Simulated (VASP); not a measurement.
# Ta (Fm-3m) in VASP: further runs, part 2 of 2

VASP 6.6.1. The steps go on from the part before.

### 4 Relaxation of cell and atoms, RPBE

This run uses another cell than the first one, of 18.06 Å³/atom, 0.873 times its volume.

File INCAR:

```
SYSTEM = Ta
ALGO = Normal ; EDIFF = 1E-6
EDIFFG = -0.01 ; ENCUT = 600
GGA = RP ; IBRION = 2
ISIF = 3 ; ISMEAR = -1
LASPH = .TRUE. ; LCHARG = .FALSE.
LREAL = .FALSE. ; LWAVE = .FALSE.
NELM = 60 ; NSW = 80
PREC = Accurate ; SIGMA = 0.1
```

File KPOINTS:

```
k-points
0
G
  13 13 13
  0 0 0
```

File POSCAR:

```
Ta
1.0
    0.0000000000      2.0825235034      2.0825235034
    2.0825235034      0.0000000000      2.0825235034
    2.0825235034      2.0825235034      0.0000000000
Ta
1
Direct
    0.0000000000      0.0000000000      0.0000000000
```

Potentials or basis: VASP PAW PBE potentials, release 64 (Ta_pv).

Command:

```
$ cat potpaw_PBE.64/Ta_pv/POTCAR > POTCAR
$ mpirun -np 1 vasp_std > vasp.out
```

OUTCAR:

```text
SYSTEM = Ta
   EDIFF = 1E-6
   EDIFFG = -0.01
   ENCUT = 600
   GGA = RP
   IBRION = 2
   ISIF = 3
   ISMEAR = -1
   LASPH = .TRUE.
   LREAL = .FALSE.
   NELM = 60
   NSW = 80
   PREC = Accurate

 ion  position               nearest neighbor table
   1  0.000  0.000  0.000-

  LATTYP: Found a face centered cubic cell.
 ALAT       =     4.1650470068

  Lattice vectors:

 A1 = (   0.0000000000,   2.0825235034,   2.0825235034)
 A2 = (   2.0825235034,   0.0000000000,   2.0825235034)
 A3 = (   2.0825235034,   2.0825235034,   0.0000000000)

Analysis of symmetry for initial positions (statically):
=====================================================================
 Subroutine PRICEL returns:
 Original cell was already a primitive cell.
[... 280 lines left out ...]

  energy without entropy =      -11.07392736  energy(sigma->0) =      -11.09320804

 E-fermi :   5.4607     XC(G=0): -12.2522

 val. band max:        5.4107352384   @ k =  -0.0769   0.0769   0.0000
 cond. band min:       5.4816644029   @ k =  -0.1538   0.2308   0.0769
 fundamental gap:      0.0709291645
 Fermi energy:         5.4607078936

 k-point     1 :       0.0000    0.0000    0.0000
  band No.  band energies     occupation
      1     -28.2880      2.00000
      2     -28.2880      2.00000
      3     -28.2880      2.00000
      4      -2.5915      2.00000
      5       5.9165      0.02075
      6       5.9165      0.02075
      7       5.9165      0.02075
      8       8.8446      0.00000
      9       8.8446      0.00000
[... 265 lines left out ...]
 k-point    24 :       0.4615    0.1538    0.0000
  band No.  band energies     occupation
      1     -29.1117      2.00000
      2     -28.5194      2.00000
      3     -28.4636      2.00000
      4       1.5333      2.00000
      5       4.3692      1.99996
      6       5.3374      1.54856
      7       6.5859      0.00003
      8      11.0787      0.00000
      9      11.1854      0.00000

 [... further k-points ...]
[... 5 lines left out ...]
  --------------------------------------------------------------------------------------
  -------------------------------------------------------------------------------------
  Total       -0.0041117     -0.0041117     -0.0041117      0.0000000      0.0000000      0.0000000
  in kB       -0.3437618     -0.3437618     -0.3437618      0.0000000      0.0000000      0.0000000
  external PRESSURE =      -0.3437618 kB  Pullay stress =       0.0000000 kB
[... 16 lines left out ...]
  FREE ENERGIE OF THE ION-ELECTRON SYSTEM (eV)
  ---------------------------------------------------
  free  energy   TOTEN  =       -11.1124887116 eV

  energy  without entropy=      -11.0739273639  energy(sigma->0) =      -11.09320804

 reached required accuracy - stopping structural energy minimisation
```

Run time: 85 s. Hardware: 1 thread of AMD EPYC 7R43 (Zen 3), shared host; peak memory 0.13 GiB.

What came out:

| Quantity | Value |
| --- | --- |
| Free energy | -11.1125 eV |
| Relaxed volume | 19.16 Å³/atom |
| Relaxed cell | a = 3.004 Å, b = 3.004 Å, c = 3.004 Å, α = 60.00°, β = 60.00°, γ = 60.00° |
| Space group after relaxing (to 0.05 Å) | Fm-3m (No. 225) |
| Energy gained by relaxing | 39.7 meV/atom |
| Ionic steps | 4 |
| Pressure after relaxing | 0.0 GPa |

Step by step:
```tsv
step	energy change (eV)	largest force (eV/Å)	pressure (GPa)	volume (Å³)
1	0.0000	0.0000	12.17	18.06
2	0.1415	0.0000	-19.05	21.89
3	-0.0396	0.0000	-0.49	19.21
4	-0.0397	0.0000	-0.03	19.16
```

Final structure:
```yaml
crystal:
  lattice:
    - [0.00000, 2.12397, 2.12397]
    - [2.12397, 0.00000, 2.12397]
    - [2.12397, 2.12397, 0.00000]
  atoms:
    - { symbol: Ta, position: [0.00000, 0.00000, 0.00000] }
```

Levels at points of the mesh, in eV from the Fermi level:
```tsv
k point	band 2	band 3	band 4	band 5	band 6	band 7	band 8	band 9
(0.00, 0.00, 0.00)	-33.75	-33.75	-8.05	0.46	0.46	0.46	3.38	3.38
```

Caveat: the PAW data sets were made with another functional, which shifts forces and pressure a little; spin-orbit coupling is left out, which moves the levels of the heavy elements.

### 5 Single point, RPBE

This run uses another cell than the first one, of 19.16 Å³/atom, 0.926 times its volume.

File INCAR:

```
SYSTEM = Ta
PREC     = Accurate       ! precision mode
ENCUT    = 520            ! plane-wave cutoff, eV
EDIFF    = 1E-7           ! SCF threshold, eV
ISMEAR   = -1             ! smearing method
SIGMA    = 0.1            ! smearing width, eV
LREAL    = .FALSE.        ! projectors in reciprocal space
LASPH    = .TRUE.         ! aspherical terms in the spheres
NELM     = 60             ! most SCF steps
ALGO     = Normal         ! electronic algorithm
ISIF     = 2              ! what is computed and relaxed
LWAVE    = .FALSE.        ! write WAVECAR
LCHARG   = .FALSE.        ! write CHGCAR
GGA      = RP             ! functional
NBANDS   = 12             ! bands
```

File KPOINTS:

```
Automatic mesh
0
G
  21 21 21
  0 0 0
```

File POSCAR:

```
Ta
1.0
    0.0000000000      2.1237353023      2.1237353023
    2.1237353023      0.0000000000      2.1237353023
    2.1237353023      2.1237353023      0.0000000000
Ta
1
Direct
    0.0000000000      0.0000000000      0.0000000000
```

Command:

```
$ cat potpaw_PBE.64/Ta_pv/POTCAR > POTCAR
$ mpirun -np 1 vasp_std > vasp.out
```

It took 2.1 min on 1 thread of AMD EPYC 7R43 (Zen 3), shared host; peak memory 0.15 GiB.

Results (log left out):

```yaml
Free_energy: -11.1101 eV
Pressure: 0.1 GPa
```

Levels at points of the mesh, in eV from the Fermi level:
| k point | band 1 | band 2 | band 3 | band 4 | band 5 | band 6 | band 7 | band 8 | band 9 | band 10 |
| --- | --- | --- | --- | --- | --- | --- | --- | --- | --- | --- |
| (0.00, 0.00, 0.00) | -33.75 | -33.75 | -33.75 | -8.06 | 0.45 | 0.45 | 0.45 | 3.38 | 3.38 | 12.34 |

Caveat: the PAW data sets were made with another functional, which shifts forces and pressure a little; spin-orbit coupling is left out, which moves the levels of the heavy elements.

### 6 Overview

```tsv
task	cell	k mesh	cutoff (eV)	gap on the mesh (eV)	pressure (GPa)
single point	a = 3.081 Å, angles 60.0°, 1 atom	14 × 14 × 14	520	none	-12.1
single point	a = 3.119 Å, angles 60.0°, 1 atom	14 × 14 × 14	520	none	-16.7
relaxation of cell and atoms	relaxed from a = 2.945 Å, angles 60.0°, 1 atom	13 × 13 × 13	600	none	0.0
single point	a = 3.003 Å, angles 60.0°, 1 atom	21 × 21 × 21	520	none	0.1
```

Alike in all rows: level RPBE; potentials or basis VASP PAW PBE potentials, release 64 (Ta_pv); no spin polarisation; smearing fermi-dirac 0.1 eV.

Caveats: the PAW data sets were made with another functional, which shifts forces and pressure a little; spin-orbit coupling is left out, which moves the levels of the heavy elements.

Total energies depend on the potentials used, so only differences within one code and one set of settings carry meaning.
